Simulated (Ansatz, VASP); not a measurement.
**WSe2: VASP beside Ansatz**

```
W Se
1.0
    -3.32069    0.00000    0.00000
    -1.66035   -2.87581    0.00000
     0.00000    0.00000   15.25733
W Se
2 4
Direct
  0.33333 0.33333 0.25000
  0.66667 0.66667 0.75000
  0.33333 0.33333 0.64002
  0.66667 0.66667 0.14002
  0.33333 0.33333 0.85998
  0.66667 0.66667 0.35998
```

Alike in both runs: task single point; functional PBE; k mesh 9 × 9 × 2; occupations gaussian, width 0.05 eV; no spin polarisation.

|  | VASP | Ansatz |
| --- | --- | --- |
| version | VASP 6.6.1 | Ansatz 0.2.0 |
| potentials or method | VASP PAW PBE potentials, release 64 (W_sv, Se), cutoff 520 eV | scalar-relativistic, plane waves, PAW |
| valence electrons in the cell | 52 | 92 |

VASP gave:

* gap on the k mesh at the Fermi level (eV): 1.52
* least direct gap on the mesh (eV): 1.52
* pressure (GPa): 0.3
* traceless stress, the component that is largest in VASP (GPa): 0.08
* rms of the force components (eV/Å): 0.023

Task: Estimate Ansatz's values.

Result: gap on the k mesh at the Fermi level (eV): 1.53; least direct gap on the mesh (eV): 1.53; pressure (GPa): 0.0; traceless stress, the component that is largest in VASP (GPa): 0.01; rms of the force components (eV/Å): 0.002.

Atom by atom the forces differ by 0.021 eV/Å (rms over components). VASP's potentials hold 52 valence electrons a cell and Ansatz's 92, so a difference there can come from the potentials and not from the codes.

Neither program's run includes spin-orbit coupling.
